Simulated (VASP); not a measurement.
# MnNi2 (P6/mmm) in VASP: notebook

Runs on MnNi2. Level: PBE. Tasks: single point, relaxation of cell and atoms.

All numbers are computed with VASP 6.6.1; they aren't measurements. Logs are shortened: lines on timing, memory, paths and dates and some standing lists are left out, and cuts for length are marked.

### Step 1. The cell of the first run

The structure is hexagonal, space group P6/mmm (No. 191). Conventional cell: a = 4.027 Å, b = 4.027 Å, c = 2.591 Å, α = 90.00°, β = 90.00°, γ = 120.00°. Within 3.4 Å of Mn (site symmetry 6/mmm) lie 2 Mn at 2.59 Å and 12 Ni at 2.66 Å. Within 3.1 Å of Ni (site symmetry -6m2) lie 5 Ni at 2.33 to 2.59 Å and 6 Mn at 2.66 Å.

### Step 2. Single point, PBE, collinear spin, ferromagnetic start

File INCAR:

```
SYSTEM = MnNi2
PREC     = Accurate       ! precision mode
ENCUT    = 520            ! plane-wave cutoff, eV
EDIFF    = 1E-6           ! SCF threshold, eV
ISMEAR   = 0              ! smearing method
SIGMA    = 0.1            ! smearing width, eV
LREAL    = .FALSE.        ! projectors in reciprocal space
LASPH    = .TRUE.         ! aspherical terms in the spheres
NELM     = 150            ! most SCF steps
ALGO     = Normal         ! electronic algorithm
ISIF     = 2              ! what is computed and relaxed
LWAVE    = .FALSE.        ! write WAVECAR
LCHARG   = .TRUE.         ! write CHGCAR
ISPIN    = 2              ! spin polarisation
MAGMOM   = 3.82 0.42 0.42 ! initial moments
LORBIT   = 11             ! projections on sites
LMAXMIX  = 4              ! l up to which the mixer works
GGA      = PE             ! functional
LELF     = .TRUE.         ! ELF
LVHAR    = .TRUE.       
NBANDS   = 28             ! bands
```

File KPOINTS:

```
Automatic mesh
0
G
  6 6 6
  0 0 0
```

File POSCAR:

```
MnNi2
1.0
    4.0274611315      0.0000000000      0.0000000000
   -2.0137305658      3.4878836527      0.0000000000
    0.0000000000      0.0000000000      2.5908734774
Mn Ni
1 2
Direct
    0.0000000000      0.0000000000      0.0000000000
    0.3333333333      0.6666666667      0.5000000000
    0.6666666667      0.3333333333      0.5000000000
```

Potentials or basis: VASP PAW PBE potentials, release 64 (Mn_pv, Ni).

Started as:

```sh
$ cat potpaw_PBE.64/Mn_pv/POTCAR potpaw_PBE.64/Ni/POTCAR > POTCAR
$ mpirun -np 1 vasp_std > vasp.out
```

OUTCAR:

```text
SYSTEM = MnNi2
   PREC = Accurate
   ENCUT = 520
   EDIFF = 1E-6
   ISMEAR = 0
   LREAL = .FALSE.
   LASPH = .TRUE.
   NELM = 150
   ISIF = 2
   ISPIN = 2
   LORBIT = 11
   GGA = PE

 ion  position               nearest neighbor table
   1  0.000  0.000  0.000-   2 2.66   3 2.66   2 2.66   3 2.66   3 2.66   3 2.66   2 2.66   2 2.66
                             3 2.66   3 2.66   2 2.66   2 2.66
   2  0.333  0.667  0.500-   3 2.33   3 2.33   3 2.33   1 2.66   1 2.66   1 2.66   1 2.66   1 2.66
                             1 2.66
   3  0.667  0.333  0.500-   2 2.33   2 2.33   2 2.33   1 2.66   1 2.66   1 2.66   1 2.66   1 2.66
                             1 2.66

  LATTYP: Found a hexagonal cell.
 ALAT       =     4.0274611315
 C/A-ratio  =     0.6433019197

  Lattice vectors:

 A1 = (   4.0274611315,   0.0000000000,   0.0000000000)
 A2 = (  -2.0137305658,   3.4878836527,   0.0000000000)
 A3 = (   0.0000000000,   0.0000000000,   2.5908734774)

Analysis of symmetry for initial positions (statically):
=====================================================================
 Subroutine PRICEL returns:
 Original cell was already a primitive cell.

 Routine SETGRP: Setting up the symmetry group for a
 hexagonal supercell.

 Subroutine GETGRP returns: Found 24 space group operations
 (whereof 24 operations were pure point group operations)
 out of a pool of 24 trial point group operations.

The static configuration has the point symmetry D_6h.

Analysis of symmetry for dynamics (positions and initial velocities):
=====================================================================
 Subroutine PRICEL returns:
 Original cell was already a primitive cell.

 Routine SETGRP: Setting up the symmetry group for a
 hexagonal supercell.

 Subroutine GETGRP returns: Found 24 space group operations
 (whereof 24 operations were pure point group operations)
 out of a pool of 24 trial point group operations.

The dynamic configuration has the point symmetry D_6h.

Analysis of structural, dynamic, and magnetic symmetry:
=====================================================================
 Subroutine PRICEL returns:
 Original cell was already a primitive cell.

 Routine SETGRP: Setting up the symmetry group for a
 hexagonal supercell.

 Subroutine GETGRP returns: Found 24 space group operations
 (whereof 24 operations were pure point group operations)
 out of a pool of 24 trial point group operations.

The overall configuration has the point symmetry D_6h.

[... 118 lines left out ...]
   IMIX   =      4    mixing-type and parameters
     AMIX     =   0.40;   BMIX     =  1.00
     AMIX_MAG =   1.60;   BMIX_MAG =  1.00
  volume/ion in A,a.u.               =      12.13        81.87
  Fermi-wavevector in a.u.,A,eV,Ry     =   1.584527  2.994322 34.160496  2.510726
  Thomas-Fermi vector in A             =   2.684131
   LORBIT       =     11    0 simple, 1 ext, 2 COOP (PROOUT), +10 PAW based schemes
   GGA     = PE    functional components
   LHFCALC =     F    Hartree Fock is set to
   AEXX    =    0.0000 exact exchange contribution
   IVDW    =     0    specifies the selected vdW correction
   LEPSILON=     F    determine dielectric tensor
   LRPA    =     F    only Hartree local field effects (RPA)
 spin polarized calculation
 Gauss-broadening in eV      SIGMA  =   0.10
  energy-cutoff  :      520.00
  volume of cell :       36.39
 maximum number of plane-waves:       994
 NGX is ok and might be reduce to    30
   NGX = 15   NGY = 15   NGZ =  9

 number of electron      32.9999983 magnetization       4.8697484

 Free energy of the ion-electron system (eV)
  ---------------------------------------------------
  ext. energy  EPLUGINS =         0.00000000
  ---------------------------------------------------
  free energy    TOTEN  =       -19.69175988 eV

  energy without entropy =      -19.68074755  energy(sigma->0) =      -19.68625372

 E-fermi :   8.5613     XC(G=0): -12.7946

 val. band max:        8.4892980332   @ k =   0.1667   0.1667   0.5000
 cond. band min:       8.5670440179   @ k =   0.3333   0.1667   0.0000
 fundamental gap:      0.0777459847
 Fermi energy:         8.5613215547

 spin component 1

 k-point     1 :       0.0000    0.0000    0.0000
  band No.  band energies     occupation
      1     -40.9732      1.00000
      2     -40.9732      1.00000
      3     -40.8929      1.00000
      4      -0.0012      1.00000
      5       4.2975      1.00000
      6       5.3642      1.00000
[... 733 lines left out ...]
     27      24.9314      0.00000
     28      25.6636      0.00000

 [... further k-points ...]

 spin component 2

 k-point     1 :       0.0000    0.0000    0.0000
  band No.  band energies     occupation
      1     -37.1999      1.00000
      2     -37.1999      1.00000
      3     -37.1574      1.00000
      4       0.2539      1.00000
      5       5.5964      1.00000
      6       6.2428      1.00000
[... 733 lines left out ...]
     27      25.2985      0.00000
     28      26.1368      0.00000

 [... further k-points ...]
[... 5 lines left out ...]
  --------------------------------------------------------------------------------------
  -------------------------------------------------------------------------------------
  Total       -0.0093966     -0.0093966      0.0154665      0.0000000      0.0000000     -0.0000000
  in kB       -0.4136583     -0.4136583      0.6808676      0.0000000      0.0000000     -0.0000000
  external PRESSURE =      -0.0488163 kB  Pullay stress =       0.0000000 kB

 VOLUME and BASIS-vectors are now :
 -----------------------------------------------------------------------------
  energy-cutoff  :      520.00
  volume of cell :       36.39
      direct lattice vectors                 reciprocal lattice vectors
     4.027461131  0.000000000  0.000000000     0.248295382  0.143353406  0.000000000
    -2.013730566  3.487883653  0.000000000     0.000000000  0.286706811  0.000000000
     0.000000000  0.000000000  2.590873477     0.000000000  0.000000000  0.385970218

 POSITION                                       TOTAL-FORCE (eV/Angst)
 -----------------------------------------------------------------------------------
      0.00000      0.00000      0.00000         0.000000      0.000000      0.000000
     -0.00000      2.32526      1.29544        -0.000000      0.000000     -0.000000
      2.01373      1.16263      1.29544         0.000000      0.000000      0.000000
 -----------------------------------------------------------------------------------
    total drift:                               -0.000000      0.000000      0.000000

  FREE ENERGIE OF THE ION-ELECTRON SYSTEM (eV)
  ---------------------------------------------------
  free  energy   TOTEN  =       -19.6917598792 eV

  energy  without entropy=      -19.6807475529  energy(sigma->0) =      -19.68625372

 total charge

# of ion       s       p       d       tot
------------------------------------------
    1        0.333   6.262   4.974  11.569
    2        0.511   0.463   8.336   9.310
    3        0.511   0.463   8.336   9.310
--------------------------------------------------
tot          1.356   7.188  21.645  30.189

 magnetization (x)

# of ion       s       p       d       tot
------------------------------------------
    1        0.020   0.018   3.490   3.528
    2       -0.032  -0.021   0.677   0.624
    3       -0.032  -0.021   0.677   0.624
--------------------------------------------------
tot         -0.043  -0.024   4.843   4.776
```

OSZICAR:

```text
N       E                     dE             d eps       ncg     rms          rms(c)
DAV:   1     0.252585586859E+03    0.25259E+03   -0.16208E+04  3288   0.161E+03
DAV:   2    -0.790952707495E+01   -0.26050E+03   -0.24530E+03  3140   0.354E+02
DAV:   3    -0.222855012165E+02   -0.14376E+02   -0.13715E+02  3380   0.998E+01
DAV:   4    -0.225175119431E+02   -0.23201E+00   -0.23175E+00  3528   0.125E+01
DAV:   5    -0.225250694762E+02   -0.75575E-02   -0.75572E-02  3884   0.216E+00    0.178E+01
DAV:   6    -0.202189280875E+02    0.23061E+01   -0.16095E+01  3416   0.580E+01    0.135E+01
DAV:   7    -0.197991166554E+02    0.41981E+00   -0.27713E+00  3596   0.254E+01    0.660E+00
DAV:   8    -0.197789520678E+02    0.20165E-01   -0.92112E-01  4020   0.156E+01    0.529E+00
DAV:   9    -0.197041423530E+02    0.74810E-01   -0.23477E-01  3872   0.801E+00    0.226E+00
DAV:  10    -0.196899392327E+02    0.14203E-01   -0.23442E-02  3876   0.172E+00    0.872E-01
DAV:  11    -0.196915491366E+02   -0.16099E-02   -0.26415E-03  3736   0.569E-01    0.341E-01
DAV:  12    -0.196917453569E+02   -0.19622E-03   -0.59294E-04  4060   0.293E-01    0.716E-02
DAV:  13    -0.196917601688E+02   -0.14812E-04   -0.81661E-05  3428   0.946E-02    0.350E-02
DAV:  14    -0.196917598792E+02    0.28953E-06   -0.59107E-06  4040   0.262E-02
   1 F= -.19691760E+02 E0= -.19686254E+02  d E =-.110123E-01  mag=     4.8681
```

It took 38 s on 1 thread of Intel Xeon 6975P-C (Granite Rapids), shared host; peak memory 0.18 GiB.

Results:

- Free energy: -19.6918 eV
- Pressure: 0.0 GPa
- Net moment: 4.87 μB per cell
- Site moments: Mn +3.53; Ni +0.62 μB
- Valence electrons inside the program's atomic spheres: Mn 11.57; Ni 9.31

Levels at points of the mesh, in eV from the Fermi level:
Spin up:
```tsv
k point	band 16	band 17	band 18	band 19	band 20	band 21	band 22	band 23
(0.00, 0.00, 0.00)	-1.59	-1.59	-0.33	-0.33	5.97	5.97	6.28	6.28
(0.50, 0.00, 0.00)	-0.74	-0.73	-0.69	-0.59	-0.53	0.29	6.30	15.11
(0.00, 0.00, 0.50)	-0.62	-0.62	-0.33	0.84	0.94	8.94	8.94	9.13
(0.50, 0.00, 0.50)	-0.54	-0.48	-0.46	1.11	1.41	4.66	4.82	7.80
```
Spin down:
| k point | band 11 | band 12 | band 13 | band 14 | band 15 | band 16 | band 17 | band 18 |
| --- | --- | --- | --- | --- | --- | --- | --- | --- |
| (0.00, 0.00, 0.00) | -1.07 | -1.07 | -0.43 | -0.43 | 0.09 | 0.09 | 0.10 | 2.39 |
| (0.50, 0.00, 0.00) | -0.98 | -0.97 | -0.53 | -0.16 | 0.11 | 0.25 | 0.51 | 1.86 |
| (0.00, 0.00, 0.50) | -1.55 | -1.15 | -1.15 | 0.56 | 1.55 | 1.55 | 1.60 | 2.28 |
| (0.50, 0.00, 0.50) | -1.01 | -0.42 | -0.33 | -0.15 | 0.68 | 0.77 | 1.67 | 1.78 |

Caveat: the k points lie up to 0.40 Å⁻¹ apart.

### Step 3. Relaxation of cell and atoms, PBE, collinear spin, ferromagnetic start

This run uses another cell than the first one, of 10.15 Å³/atom, 0.837 times its volume.

File INCAR:

```
SYSTEM = MnNi2
PREC = Accurate ; ENCUT = 600
EDIFF = 1E-6 ; ISMEAR = 0
SIGMA = 0.1 ; LREAL = .FALSE.
LASPH = .TRUE. ; NELM = 150
ALGO = Fast ; ISIF = 3
LWAVE = .FALSE. ; LCHARG = .FALSE.
ISPIN = 2 ; MAGMOM = 3.82 0.42 0.42
LORBIT = 11 ; LMAXMIX = 4
GGA = PE ; IBRION = 2
NSW = 90 ; EDIFFG = -0.04
```

KPOINTS is that of step 2.

File POSCAR:

```
MnNi2
1.0
    3.1935018010      0.0000000000      0.0000000000
   -1.5967509005      2.7656536867      0.0000000000
    0.0000000000      0.0000000000      3.4481331738
Mn Ni
1 2
Direct
    0.0000000000      0.0000000000      0.0000000000
    0.3333333333      0.6666666667      0.5000000000
    0.6666666667      0.3333333333      0.5000000000
```

Potentials or basis: VASP PAW PBE potentials, release 64 (Mn_pv, Ni).

Started as:

```sh
$ cat potpaw_PBE.64/Mn_pv/POTCAR potpaw_PBE.64/Ni/POTCAR > POTCAR
$ mpirun -np 1 vasp_std > vasp.out
```

OUTCAR:

```text
SYSTEM = MnNi2
   PREC = Accurate
   ENCUT = 600
   EDIFF = 1E-6
   ISMEAR = 0
   LREAL = .FALSE.
   LASPH = .TRUE.
   NELM = 150
   ISIF = 3
   ISPIN = 2
   LORBIT = 11
   GGA = PE
   IBRION = 2
   NSW = 90
   EDIFFG = -0.04

 ion  position               nearest neighbor table
   1  0.000  0.000  0.000-   2 2.52   3 2.52   2 2.52   3 2.52   3 2.52   3 2.52   2 2.52   2 2.52
                             3 2.52   3 2.52   2 2.52   2 2.52
   2  0.333  0.667  0.500-   3 1.84   3 1.84   3 1.84   1 2.52   1 2.52   1 2.52   1 2.52   1 2.52
                             1 2.52
   3  0.667  0.333  0.500-   2 1.84   2 1.84   2 1.84   1 2.52   1 2.52   1 2.52   1 2.52   1 2.52
                             1 2.52

  LATTYP: Found a hexagonal cell.
 ALAT       =     3.1935018010
[... 4035 lines left out ...]
--------------------------------------- Ionic step       23  -------------------------------------------

 number of electron      32.9999995 magnetization      -0.0028541

 Free energy of the ion-electron system (eV)
  ---------------------------------------------------
  ext. energy  EPLUGINS =         0.00000000
  ---------------------------------------------------
  free energy    TOTEN  =       -19.52835325 eV

  energy without entropy =      -19.50528334  energy(sigma->0) =      -19.51681829

 E-fermi :  10.0102     XC(G=0): -13.5443

 val. band max:       10.0096222692   @ k =   0.3333   0.3333   0.1667
 cond. band min:      10.0115565354   @ k =   0.3333   0.3333   0.1667
 fundamental gap:      0.0019342662
 Fermi energy:        10.0101578715
[... 1236 lines left out ...]
  FREE ENERGIE OF THE ION-ELECTRON SYSTEM (eV)
  ---------------------------------------------------
  free  energy   TOTEN  =       -19.5283532500 eV

  energy  without entropy=      -19.5052833368  energy(sigma->0) =      -19.51681829

 reached required accuracy - stopping structural energy minimisation

 total charge

# of ion       s       p       d       tot
------------------------------------------
    1        0.367   6.326   5.074  11.766
    2        0.540   0.577   8.340   9.457
    3        0.540   0.577   8.340   9.457
--------------------------------------------------
tot          1.446   7.480  21.754  30.680

 magnetization (x)

# of ion       s       p       d       tot
------------------------------------------
    1       -0.000  -0.000  -0.003  -0.003
    2        0.000   0.000  -0.000  -0.000
    3        0.000   0.000  -0.000  -0.000
--------------------------------------------------
tot          0.000   0.000  -0.004  -0.004
```

CONTCAR:

```text
MnNi2
   1.00000000000000
     3.9720829090871428   -0.0000000000000000   -0.0000000000000000
    -1.9860414545435714    3.4399247052119848   -0.0000000000000000
    -0.0000000000000000    0.0000000000000000    2.3686078536670396
  Mn              Ni
     1     2
Direct
     0.0000000000000000    0.0000000000000000    0.0000000000000000
     0.3333333332999970    0.6666666667000030    0.5000000000000000
     0.6666666667000030    0.3333333332999970    0.5000000000000000

  0.00000000E+00  0.00000000E+00  0.00000000E+00
  0.00000000E+00  0.00000000E+00  0.00000000E+00
  0.00000000E+00  0.00000000E+00  0.00000000E+00
```

Wall time 24 min (1 thread of Intel Xeon 6975P-C (Granite Rapids), shared host); peak memory 0.23 GiB.

Results:

```
Free energy                                           : -19.5284 eV
Relaxed volume                                        : 10.79 Å³/atom
Relaxed cell                                          : a = 3.972 Å, b = 3.972 Å, c = 2.369 Å, α = 90.00°, β = 90.00°, γ = 120.00°
Space group after relaxing (to 0.05 Å)                : P6/mmm (No. 191)
Energy gained by relaxing                             : 1532.1 meV/atom
Ionic steps                                           : 23
Pressure after relaxing                               : -0.4 GPa
Net moment                                            : 0.00 μB per cell
Valence electrons inside the program's atomic spheres : Mn 11.77; Ni 9.46
```

The path:
```csv
step,energy change (eV),largest force (eV/Å),pressure (GPa),volume (Å³)
1,0.0000,0.0000,101.09,30.45
2,-0.8636,0.0000,-19.80,66.74
3,19.5612,0.0000,43.45,44.03
4,-2.1280,0.0000,-19.61,58.20
5,-3.2421,0.0000,-16.36,50.83
6,-3.6183,0.0000,-12.01,47.36
7,-3.7054,0.0000,-8.85,45.68
8,-3.7318,0.0000,-7.05,44.85
9,-3.7404,0.0000,-6.06,44.44
10,-3.9880,0.0000,-5.87,42.77
11,-3.8683,0.0000,-18.49,37.07
12,20.5559,0.0000,375.53,22.49
13,-4.0777,0.0000,-17.38,36.32
14,-3.9204,0.0000,19.55,30.76
15,-4.4713,0.0000,-12.46,34.56
16,-4.5636,0.0000,-4.52,33.04
17,-4.5679,0.0000,-6.95,33.45
18,-4.3639,0.0000,27.73,29.39
19,-4.5948,0.0000,-0.20,32.36
20,-4.5949,0.0000,0.29,32.32
21,-4.5949,0.0000,0.09,32.34
22,-4.5953,0.0000,-0.11,32.38
23,-4.5964,0.0000,-0.35,32.36
```

Final structure:
```
Mn Ni
1.0
     3.97208    0.00000    0.00000
    -1.98604    3.43992    0.00000
     0.00000    0.00000    2.36861
Mn Ni
1 2
Cartesian
  0.0000 0.0000 0.0000
  0.0000 2.2933 1.1843
  1.9860 1.1466 1.1843
```

Caveat: the k points lie up to 0.44 Å⁻¹ apart in the final cell; the starting moments collapsed, and a magnetic state may lie lower.
